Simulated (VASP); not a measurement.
# ZrH6 (Cmm2) in VASP: relaxation of cell and atoms with PBE

Aim: the relaxation of cell and atoms of ZrH6 with PBE.

Everything below comes from runs of VASP 6.6.1. Logs are shortened: lines on timing, memory, paths and dates and some standing lists are left out, and cuts for length are marked.

## Step 1: The cell of the first run

Symmetry: Cmm2, No. 35, orthorhombic system. The conventional cell has a = 3.943 Å, b = 4.983 Å, c = 9.542 Å, α = 90.00°, β = 90.00°, γ = 90.00°. Within 2.6 Å of Zr (site symmetry mm2) lie 4 H at 1.98 Å. Within 1.2 Å of H (site symmetry 1) lie 1 H at 0.88 Å. Within 1.0 Å of H (site symmetry m) lie 1 H at 0.75 Å.

The cell was generated, and may not be a known phase.

## Step 2: Relaxation of cell and atoms, PBE

INCAR

```
PREC = Accurate
ENCUT = 600
EDIFF = 1E-7
ISMEAR = 0
SIGMA = 0.1
LREAL = False
LASPH = True
NELM = 100
ALGO = Normal
ISIF = 3
LWAVE = False
LCHARG = False
GGA = PE
IBRION = 2
NSW = 100
EDIFFG = -0.01
```

KPOINTS

```
Automatic mesh
0
Gamma
  12 12 4
```

POSCAR

```
ZrH6
1.0
    1.9716372412     -2.4912654861      0.0000000000
    1.9716372412      2.4912654861      0.0000000000
    0.0000000000      0.0000000000      9.5416332609
Zr H
1 6
Direct
    0.5000000000      0.5000000000      0.1061353764
    0.6644903921      0.8417948805      0.2794837130
    0.3355096079      0.1582051195      0.2794837130
    0.8417948805      0.6644903921      0.2794837130
    0.1582051195      0.3355096079      0.2794837130
    0.0951570600      0.0951570600      0.5993145057
    0.9048429400      0.9048429400      0.5993145057
```

Potentials or basis: VASP PAW PBE potentials, release 64 (Zr_sv, H).

Command:

```
> cat potpaw_PBE.64/Zr_sv/POTCAR potpaw_PBE.64/H/POTCAR > POTCAR
> mpirun -np 1 vasp_std > vasp.out
```

OUTCAR:

```text
PREC = Accurate
   ENCUT = 600
   EDIFF = 1E-7
   ISMEAR = 0
   LREAL = False
   LASPH = True
   NELM = 100
   ISIF = 3
   GGA = PE
   IBRION = 2
   NSW = 100
   EDIFFG = -0.01

 ion  position               nearest neighbor table
   1  0.500  0.500  0.106-   2 1.98   3 1.98   4 1.98   5 1.98
   2  0.664  0.842  0.279-   4 0.88   1 1.98
   3  0.336  0.158  0.279-   5 0.88   1 1.98
   4  0.842  0.664  0.279-   2 0.88   1 1.98
   5  0.158  0.336  0.279-   3 0.88   1 1.98
   6  0.095  0.095  0.599-   7 0.75
   7  0.905  0.905  0.599-   6 0.75

  LATTYP: Found a base centered orthorhombic cell.
 ALAT       =     3.9432744824
 B/A-ratio  =     1.2635516484
 C/A-ratio  =     2.4197233298

  Lattice vectors:

 A1 = (   1.9716372412,  -2.4912654861,   0.0000000000)
 A2 = (   1.9716372412,   2.4912654861,   0.0000000000)
 A3 = (   0.0000000000,   0.0000000000,   9.5416332609)

Analysis of symmetry for initial positions (statically):
=====================================================================
 Subroutine PRICEL returns:
 Original cell was already a primitive cell.

 Routine SETGRP: Setting up the symmetry group for a
 base centered orthorhombic supercell.

 Subroutine GETGRP returns: Found  4 space group operations
 (whereof  4 operations were pure point group operations)
 out of a pool of  8 trial point group operations.

The static configuration has the point symmetry C_2v.

Analysis of symmetry for dynamics (positions and initial velocities):
=====================================================================
 Subroutine PRICEL returns:
 Original cell was already a primitive cell.

 Routine SETGRP: Setting up the symmetry group for a
 base centered orthorhombic supercell.

 Subroutine GETGRP returns: Found  4 space group operations
 (whereof  4 operations were pure point group operations)
 out of a pool of  8 trial point group operations.

The dynamic configuration has the point symmetry C_2v.

 Subroutine INISYM returns: Found  4 space group operations
 (whereof  4 operations are pure point group operations),
 and found     1 'primitive' translations

----------------------------------------------------------------------------------------

                                     Primitive cell

  volume of cell :      93.7346
[... 112 lines left out ...]
   EMIN   =  10.00;   EMAX   =-10.00  energy-range for DOS
   EFERMI =   0.00;   METHOD = LEGACY
   ISMEAR =     0;   SIGMA  =   0.10  broadening in eV -4-tet -1-fermi 0-gaus
   EFERMI_NEDOS =   21; number of points for ismear=-14 and -15
   IALGO  =     38    algorithm
   IMIX   =      4    mixing-type and parameters
     AMIX     =   0.40;   BMIX     =  1.00
     AMIX_MAG =   1.60;   BMIX_MAG =  1.00
  volume/ion in A,a.u.               =      13.39        90.36
  Fermi-wavevector in a.u.,A,eV,Ry     =   0.944494  1.784834 12.137328  0.892068
  Thomas-Fermi vector in A             =   2.072304
   LORBIT       =      0    0 simple, 1 ext, 2 COOP (PROOUT), +10 PAW based schemes
   GGA     = PE    functional components
   LHFCALC =     F    Hartree Fock is set to
   AEXX    =    0.0000 exact exchange contribution
   IVDW    =     0    specifies the selected vdW correction
   LEPSILON=     F    determine dielectric tensor
   LRPA    =     F    only Hartree local field effects (RPA)
 conjugate gradient relaxation of ions
 non-spin polarized calculation
 Gauss-broadening in eV      SIGMA  =   0.10
  energy-cutoff  :      600.00
  volume of cell :       93.73
 maximum number of plane-waves:      3158
 NGX is ok and might be reduce to    28
   NGX = 13   NGY = 13   NGZ = 39

--------------------------------------- Ionic step        1  -------------------------------------------

 number of electron      18.0000000 magnetization

 Free energy of the ion-electron system (eV)
  ---------------------------------------------------
  ext. energy  EPLUGINS =         0.00000000
  ---------------------------------------------------
  free energy    TOTEN  =       -26.85578758 eV

  energy without entropy =      -26.84448286  energy(sigma->0) =      -26.85013522

------------------------ aborting loop because EDIFF is reached ----------------------------------------

  FORCE on cell =-STRESS in cart. coord.  units (eV):
  Direction    XX          YY          ZZ          XY          YZ          ZX
  --------------------------------------------------------------------------------------
  -------------------------------------------------------------------------------------
  Total       -0.0287643     -0.0106066      0.0075349      0.0000000      0.0000000      0.0000000
  in kB       -0.4916601     -0.1812952      0.1287913      0.0000000      0.0000000      0.0000000
  external PRESSURE =      -0.1813880 kB  Pullay stress =       0.0000000 kB
[... 69 lines left out ...]
--------------------------------------- Ionic step        3  -------------------------------------------

 number of electron      18.0000000 magnetization

 Free energy of the ion-electron system (eV)
  ---------------------------------------------------
  ext. energy  EPLUGINS =         0.00000000
  ---------------------------------------------------
  free energy    TOTEN  =       -26.85579493 eV

  energy without entropy =      -26.84448814  energy(sigma->0) =      -26.85014153

 E-fermi :   0.8997     XC(G=0):  -6.7265

 val. band max:        0.8985329428   @ k =  -0.1667   0.0833   0.2500
 cond. band min:       0.9016382565   @ k =  -0.1667   0.0833   0.5000
 fundamental gap:      0.0031053137
 Fermi energy:         0.8996980650

 k-point     1 :       0.0000    0.0000    0.0000
  band No.  band energies     occupation
      1     -48.2566      2.00000
      2     -26.6201      2.00000
      3     -26.0074      2.00000
      4     -25.8049      2.00000
      5     -10.4281      2.00000
      6      -6.7926      2.00000
      7      -3.5268      2.00000
      8      -2.0209      2.00000
      9      -0.2548      2.00000
     10       0.7666      1.94028
     11       3.4680      0.00000
     12       4.0568      0.00000
     13       4.4257      0.00000
[... 354 lines left out ...]
  band No.  band energies     occupation
      1     -48.1958      2.00000
      2     -26.5334      2.00000
      3     -26.4064      2.00000
      4     -26.0057      2.00000
      5      -8.4337      2.00000
      6      -6.3720      2.00000
      7      -6.0024      2.00000
      8      -0.1334      2.00000
      9       0.3859      2.00000
     10       1.1622      0.00020
     11       2.7273      0.00000
     12       3.1718      0.00000
     13       4.4384      0.00000

 [... further k-points ...]
[... 5 lines left out ...]
  --------------------------------------------------------------------------------------
  -------------------------------------------------------------------------------------
  Total       -0.0103196     -0.0092546      0.0059430      0.0000000      0.0000000      0.0000000
  in kB       -0.1764021     -0.1581970      0.1015897      0.0000000      0.0000000      0.0000000
  external PRESSURE =      -0.0776698 kB  Pullay stress =       0.0000000 kB
[... 22 lines left out ...]
  FREE ENERGIE OF THE ION-ELECTRON SYSTEM (eV)
  ---------------------------------------------------
  free  energy   TOTEN  =       -26.8557949254 eV

  energy  without entropy=      -26.8444881391  energy(sigma->0) =      -26.85014153

 reached required accuracy - stopping structural energy minimisation
```

OSZICAR:

```text
N       E                     dE             d eps       ncg     rms          rms(c)
DAV:   1     0.127683298445E+03    0.12768E+03   -0.91107E+03  3362   0.131E+03
DAV:   2    -0.180645529899E+02   -0.14575E+03   -0.14188E+03  4067   0.304E+02
DAV:   3    -0.289321334762E+02   -0.10868E+02   -0.10784E+02  6506   0.752E+01
[... 25 lines left out ...]
DAV:   2    -0.268557965059E+02    0.43133E-05   -0.18834E-05  4109   0.420E-02    0.836E-03
DAV:   3    -0.268557953446E+02    0.11613E-05   -0.47612E-06  5456   0.155E-02    0.441E-03
DAV:   4    -0.268557951236E+02    0.22098E-06   -0.26870E-07  3980   0.371E-03    0.197E-03
DAV:   5    -0.268557949625E+02    0.16106E-06   -0.16315E-07  3727   0.246E-03    0.455E-04
DAV:   6    -0.268557949254E+02    0.37172E-07   -0.12949E-08  2012   0.986E-04
   3 F= -.26855795E+02 E0= -.26850142E+02  d E =-.734097E-05
```

CONTCAR:

```text
ZrH6
   1.00000000000000
     1.9715128887750748   -2.4912075474247630    0.0000000000000000
     1.9715128887750748    2.4912075474247630    0.0000000000000000
     0.0000000000000000    0.0000000000000000    9.5417909027539398
  Zr              H
     1     6
Direct
     0.5000000000000000    0.5000000000000000    0.1061247294438433
     0.6644859954962508    0.8417957216613329    0.2794864709350261
     0.3355140045037492    0.1582042783386671    0.2794864709350261
     0.8417957216613329    0.6644859954962508    0.2794864709350261
     0.1582042783386671    0.3355140045037492    0.2794864709350261
     0.0950815874976049    0.0950815874976049    0.5993143133080209
     0.9049184125023951    0.9049184125023951    0.5993143133080209

  0.00000000E+00  0.00000000E+00  0.00000000E+00
  0.00000000E+00  0.00000000E+00  0.00000000E+00
  0.00000000E+00  0.00000000E+00  0.00000000E+00
  0.00000000E+00  0.00000000E+00  0.00000000E+00
  0.00000000E+00  0.00000000E+00  0.00000000E+00
  0.00000000E+00  0.00000000E+00  0.00000000E+00
  0.00000000E+00  0.00000000E+00  0.00000000E+00
```

Run time: 5 min. Hardware: 1 thread of AMD EPYC 7R13 (Zen 3), shared host; peak memory 0.35 GiB.

Results:

```
Free energy                  : -26.8558 eV
Energy gained by relaxing    : 0.0 meV/atom
Ionic steps                  : 3
Pressure after relaxing      : 0.0 GPa
Largest force after relaxing : 0.005 eV/Å
Band gap on the k mesh       : zero (bands 9 and 10 overlap by 0.21 eV)
```

Forces on the atoms (eV/Å):
```
Zr   0.000  0.000 -0.005
H   -0.001  0.000  0.001
H    0.001  0.000  0.001
H   -0.001  0.000  0.001
H    0.001  0.000  0.001
H    0.003  0.000  0.000
H   -0.003  0.000  0.000
```

Final structure:
```cif
data_structure
_symmetry_space_group_name_H-M 'P 1'
_symmetry_Int_Tables_number 1
_cell_length_a 3.1769
_cell_length_b 3.1769
_cell_length_c 9.5418
_cell_angle_alpha 90.000
_cell_angle_beta 90.000
_cell_angle_gamma 103.285
_cell_volume 93.73
loop_
_atom_site_label
_atom_site_type_symbol
_atom_site_fract_x
_atom_site_fract_y
_atom_site_fract_z
_atom_site_occupancy
Zr1 Zr 0.50000 0.50000 0.10612 1
H1 H 0.66449 0.84180 0.27949 1
H2 H 0.33551 0.15820 0.27949 1
H3 H 0.84180 0.66449 0.27949 1
H4 H 0.15820 0.33551 0.27949 1
H5 H 0.09508 0.09508 0.59931 1
H6 H 0.90492 0.90492 0.59931 1
```

Levels at points of the mesh, in eV from the Fermi level:
| k point | band 5 | band 6 | band 7 | band 8 | band 9 | band 10 | band 11 | band 12 | band 13 |
| --- | --- | --- | --- | --- | --- | --- | --- | --- | --- |
| (0.00, 0.00, 0.00) | -11.33 | -7.69 | -4.43 | -2.92 | -1.15 | -0.13 | 2.57 | 3.16 | 3.53 |
| (0.50, 0.00, 0.00) | -8.76 | -8.31 | -6.91 | -1.52 | -0.01 | 1.40 | 2.05 | 2.75 | 2.84 |
| (0.50, 0.50, 0.00) | -8.07 | -7.12 | -6.47 | -3.49 | -1.56 | 1.45 | 2.38 | 2.41 | 5.11 |
| (0.00, 0.00, 0.50) | -11.33 | -7.70 | -4.43 | -2.90 | -1.15 | -0.11 | 2.57 | 2.89 | 3.34 |
| (0.50, 0.00, 0.50) | -8.76 | -8.31 | -6.91 | -1.52 | -0.02 | 1.40 | 1.92 | 2.59 | 3.33 |
| (0.50, 0.50, 0.50) | -8.07 | -7.12 | -6.47 | -3.49 | -1.56 | 1.47 | 2.40 | 2.42 | 5.08 |
